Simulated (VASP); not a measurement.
Runs of VASP 6.6.1 on BN. The structure is that of space group P6_3/mmc (No. 194), or close to it. The cells are those of the table. 

| task | level | cell | k mesh | cutoff (eV) | smearing | gap on the mesh (eV) | pressure (GPa) | relaxed volume (Å³/atom) |
| --- | --- | --- | --- | --- | --- | --- | --- | --- |
| single point | PBE | a = 2.501, b = 2.501, c = 6.893 Å, angles 90.0, 90.0, 120.0°, 4 atoms | 12 × 12 × 4 | 600 | fermi-dirac 0.02 eV | 4.34 | 3.7 | - |
| relaxation of cell and atoms | PBE | relaxed from a = 2.527, b = 2.527, c = 3.158 Å, angles 90.0, 90.0, 120.0°, 4 atoms | 12 × 12 × 8 | 600 | fermi-dirac 0.02 eV | (b) | 0.0 | 6.76 |
| single point | r2SCAN | a = 2.501, b = 2.501, c = 6.893 Å, angles 90.0, 90.0, 120.0°, 4 atoms | 12 × 12 × 4 | 660 | gaussian 0.01 eV | 4.93 | 0.4 | - |
| single point | r2SCAN | a = 2.501, b = 2.501, c = 6.893 Å, angles 90.0, 90.0, 120.0°, 4 atoms | 12 × 12 × 4 | 660 | fermi-dirac 0.02 eV | 4.93 | 0.4 | - |
| relaxation of cell and atoms | PBEsol | relaxed from a = 2.512, b = 2.512, c = 8.327 Å, angles 90.0, 90.0, 120.0°, 4 atoms | 12 × 12 × 4 | 600 | fermi-dirac 0.02 eV | 4.23 | 0.0 | 9.39 |
| dielectric tensor | PBE | a = 2.501, b = 2.501, c = 6.893 Å, angles 90.0, 90.0, 120.0°, 4 atoms | 9 × 9 × 4 | 520 | gaussian 0.01 eV | 4.45 | - | - |
| single point | PBE | a = 2.501, b = 2.501, c = 6.893 Å, angles 90.0, 90.0, 120.0°, 4 atoms | 6 × 6 × 2 | 600 | gaussian 0.01 eV | 4.34 | 3.7 | - |
| single point | PBE | a = 2.512, b = 2.512, c = 8.327 Å, angles 90.0, 90.0, 120.0°, 4 atoms | 12 × 12 × 8 | 600 | fermi-dirac 0.02 eV | (a) | -0.1 | - |

Alike in all rows: potentials or basis VASP PAW PBE potentials, release 64 (B, N); no spin polarisation.

**Question.** Estimate the missing entries.

**Answer.** (a) 4.40; (b) 3.54.

Caveats: some runs use coarse meshes; this functional lacks dispersion, which binds the layers, so the pressure and a relaxed spacing across them are unreliable (at least some runs); the PAW data sets were made with another functional, which shifts forces and pressure a little (at least some runs); the volume moved by over 15 % at a fixed basis, so the end points are rough (at least some runs); the cell stands under pressure (at least some runs); an odd mesh through Γ misses points on the zone boundary, where band edges can lie (at least some runs).
